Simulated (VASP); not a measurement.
# InAs (I-4m2) in VASP: further runs, part 2 of 2

VASP 6.6.1.

## (4) Single point, r2SCAN

This run uses another cell than the first one, of the same volume but with other edges.

POSCAR reads:

```
InAs
1.0
    0.0000000000      3.0654298058      2.9428126135
    3.0654298058      0.0000000000      2.9428126135
    3.0654298058      3.0654298058      0.0000000000
In As
1 1
Direct
    0.0000000000      0.0000000000      0.0000000000
    0.7500000000      0.7500000000      0.7500000000
```

INCAR.step1 reads:

```
PREC = Accurate ; ENCUT = 520
ISMEAR = 0 ; SIGMA = 0.03
LREAL = F ; LASPH = T
NELM = 60 ; NBANDS = 16
GGA = PE ; ALGO = Normal
EDIFF = 1E-4 ; LWAVE = T
LCHARG = F
```

INCAR.step2 reads:

```
PREC = Accurate ; ENCUT = 520
EDIFF = 1E-6 ; ISMEAR = 0
SIGMA = 0.03 ; LREAL = F
LASPH = T ; NELM = 60
ALGO = Normal ; ISIF = 2
LWAVE = F ; LCHARG = F
METAGGA = R2SCAN ; LMIXTAU = T
NBANDS = 16 ; ISTART = 1
```

KPOINTS reads:

```
Automatic mesh
0
Gamma
  10 10 10
```

Potentials or basis: VASP PAW PBE potentials, release 64 (In_d, As).

Run with:

```bash
cat potpaw_PBE.64/In_d/POTCAR potpaw_PBE.64/As/POTCAR > POTCAR
cp INCAR.step1 INCAR
mpirun -np 1 vasp_std > vasp.out
cp INCAR.step2 INCAR
mpirun -np 1 vasp_std > vasp.out
```

OUTCAR:

```text
PREC = Accurate
   ENCUT = 520
   EDIFF = 1E-6
   ISMEAR = 0
   LREAL = F
   LASPH = T
   NELM = 60
   ISIF = 2
   METAGGA = R2SCAN
   ISTART = 1

 ion  position               nearest neighbor table
   1  0.000  0.000  0.000-   2 2.62   2 2.62   2 2.62   2 2.62
   2  0.750  0.750  0.750-   1 2.62   1 2.62   1 2.62   1 2.62

  LATTYP: Found a body centered tetragonal cell.
 ALAT       =     4.3351724059
 C/A-ratio  =     1.3576450198

  Lattice vectors:

 A1 = (   0.0000000000,  -3.0654298058,  -2.9428126135)
 A2 = (   0.0000000000,   3.0654298058,  -2.9428126135)
 A3 = (   3.0654298058,   0.0000000000,   2.9428126135)

Analysis of symmetry for initial positions (statically):
=====================================================================
 Subroutine PRICEL returns:
 Original cell was already a primitive cell.

 Routine SETGRP: Setting up the symmetry group for a
 body centered tetragonal supercell.

 Subroutine GETGRP returns: Found  8 space group operations
 (whereof  8 operations were pure point group operations)
 out of a pool of 16 trial point group operations.

The static configuration has the point symmetry D_2d.

Analysis of symmetry for dynamics (positions and initial velocities):
=====================================================================
 Subroutine PRICEL returns:
 Original cell was already a primitive cell.

 Routine SETGRP: Setting up the symmetry group for a
 body centered tetragonal supercell.

 Subroutine GETGRP returns: Found  8 space group operations
 (whereof  8 operations were pure point group operations)
 out of a pool of 16 trial point group operations.

The dynamic configuration has the point symmetry D_2d.

 Subroutine INISYM returns: Found  8 space group operations
 (whereof  8 operations are pure point group operations),
[... 105 lines left out ...]
   TEBEG  =    0.0;   TEEND  =   0.0 temperature during run
   PSTRESS=    0.0 pullay stress
   NELECT =      18.0000    total number of electrons
   NUPDOWN=      -1.0000    fix difference up-down
   EMIN   =  10.00;   EMAX   =-10.00  energy-range for DOS
   EFERMI =   0.00;   METHOD = LEGACY
   ISMEAR =     0;   SIGMA  =   0.03  broadening in eV -4-tet -1-fermi 0-gaus
   EFERMI_NEDOS =   21; number of points for ismear=-14 and -15
   IALGO  =     38    algorithm
   IMIX   =      4    mixing-type and parameters
     AMIX     =   0.40;   BMIX     =  1.00
     AMIX_MAG =   1.60;   BMIX_MAG =  1.00
  volume/ion in A,a.u.               =      27.65       186.61
  Fermi-wavevector in a.u.,A,eV,Ry     =   1.126092  2.128005 17.253320  1.268083
  Thomas-Fermi vector in A             =   2.262772
   LORBIT       =      0    0 simple, 1 ext, 2 COOP (PROOUT), +10 PAW based schemes
   METAGGA = R2SCAN    functional components
   LHFCALC =     F    Hartree Fock is set to
   AEXX    =    0.0000 exact exchange contribution
   IVDW    =     0    specifies the selected vdW correction
   LEPSILON=     F    determine dielectric tensor
   LRPA    =     F    only Hartree local field effects (RPA)
 non-spin polarized calculation
 Gauss-broadening in eV      SIGMA  =   0.03
  energy-cutoff  :      520.00
  volume of cell :       55.31
 maximum number of plane-waves:      1506
   NGX = 15   NGY = 15   NGZ = 17

 number of electron      17.9999993 magnetization

 Free energy of the ion-electron system (eV)
  ---------------------------------------------------
  ext. energy  EPLUGINS =         0.00000000
  ---------------------------------------------------
  free energy    TOTEN  =       -38.04473051 eV

  energy without entropy =      -38.04472946  energy(sigma->0) =      -38.04472998

 E-fermi :   4.4504     XC(G=0):  -9.6563

 val. band max:        4.3944727035   @ k =   0.0000   0.0000   0.0000
 cond. band min:       4.5063440018   @ k =   0.0000   0.0000   0.0000
 fundamental gap:      0.1118712983
 Fermi energy:         4.4504083674

 k-point     1 :       0.0000    0.0000    0.0000
  band No.  band energies     occupation
      1     -10.5854      2.00000
      2     -10.5854      2.00000
      3     -10.5711      2.00000
      4     -10.4380      2.00000
      5     -10.4302      2.00000
      6      -8.0251      2.00000
[... 433 lines left out ...]
      3     -10.5160      2.00000
      4     -10.4702      2.00000
      5     -10.4083      2.00000
      6      -6.4357      2.00000
[... 8 lines left out ...]
     15      15.8009      0.00000
     16      17.0899      0.00000

 [... further k-points ...]
[... 5 lines left out ...]
  --------------------------------------------------------------------------------------
  -------------------------------------------------------------------------------------
  Total        0.4682169      0.4682169      0.9456496      0.0000000      0.0000000      0.0000000
  in kB       13.5638294     13.5638294     27.3946311      0.0000000      0.0000000      0.0000000
  external PRESSURE =      18.1740966 kB  Pullay stress =       0.0000000 kB

 VOLUME and BASIS-vectors are now :
 -----------------------------------------------------------------------------
  energy-cutoff  :      520.00
  volume of cell :       55.31
      direct lattice vectors                 reciprocal lattice vectors
     0.000000000  3.065429806  2.942812614    -0.163109264  0.163109264  0.169905484
     3.065429806  0.000000000  2.942812614     0.163109264 -0.163109264  0.169905484
     3.065429806  3.065429806  0.000000000     0.163109264  0.163109264 -0.169905484

 POSITION                                       TOTAL-FORCE (eV/Angst)
 -----------------------------------------------------------------------------------
      0.00000      0.00000      0.00000        -0.000000     -0.000000      0.000000
      4.59814      4.59814      4.41422         0.000000      0.000000      0.000000
 -----------------------------------------------------------------------------------
    total drift:                               -0.000001     -0.000001      0.000010

  FREE ENERGIE OF THE ION-ELECTRON SYSTEM (eV)
  ---------------------------------------------------
  free  energy   TOTEN  =       -38.0447305071 eV

  energy  without entropy=      -38.0447294605  energy(sigma->0) =      -38.04472998
```

OUTCAR.step1:

```text
PREC = Accurate
   ENCUT = 520
   ISMEAR = 0
   LREAL = F
   LASPH = T
[... 677 lines left out ...]
 -----------------------------------------------------------------------------------
      0.00000      0.00000      0.00000        -0.000000     -0.000000      0.000000
      4.59814      4.59814      4.41422         0.000000      0.000000     -0.000000
 -----------------------------------------------------------------------------------
    total drift:                                0.000000      0.000000     -0.000000

  FREE ENERGIE OF THE ION-ELECTRON SYSTEM (eV)
  ---------------------------------------------------
  free  energy   TOTEN  =        -7.6672785327 eV

  energy  without entropy=       -7.6672785216  energy(sigma->0) =       -7.66727853
```

Wall time 3.2 min (1 thread of Intel Xeon Platinum 8488C (Sapphire Rapids), shared host); peak memory 0.25 GiB.

What came out:

| Item | Value |
| --- | --- |
| Free energy | -38.0447 eV |
| Pressure | 1.8 GPa |
| Band gap on the k mesh | 0.11 eV |

Caveat: semilocal functionals underestimate gaps, and a narrow one can read as zero; the PAW data sets were made with another functional, which shifts forces and pressure a little; spin-orbit coupling is left out, which moves the levels of the heavy elements.

## (5) Summary

```tsv
cell	gap on the mesh (eV)	pressure (GPa)
a = 4.164, b = 4.164, c = 4.937 Å, angles 53.6, 53.6, 72.7°, 2 atoms	none	-2.1
a = 4.762, b = 4.762, c = 3.736 Å, angles 66.9, 66.9, 46.2°, 2 atoms	none	0.2
a = 4.249, b = 4.249, c = 4.335 Å, angles 59.3, 59.3, 61.3°, 2 atoms	0.11	1.8
```

Alike in all rows: task single point; level r2SCAN; potentials or basis VASP PAW PBE potentials, release 64 (In_d, As); no spin polarisation; k mesh 10 × 10 × 10; cutoff (eV) 520; smearing gaussian 0.03 eV.

Caveats: the PAW data sets were made with another functional, which shifts forces and pressure a little; spin-orbit coupling is left out, which moves the levels of the heavy elements; semilocal functionals underestimate gaps, and a narrow one can read as zero (at least some runs); the stress differs along the axes, from -4 to 3 GPa (at least some runs); the stress differs along the axes, from -11 to 6 GPa (at least some runs).

Total energies depend on the potentials used, so only differences within one code and one set of settings carry meaning.

The gap in the log of VASP goes by the Fermi energy; the results here count the filled bands.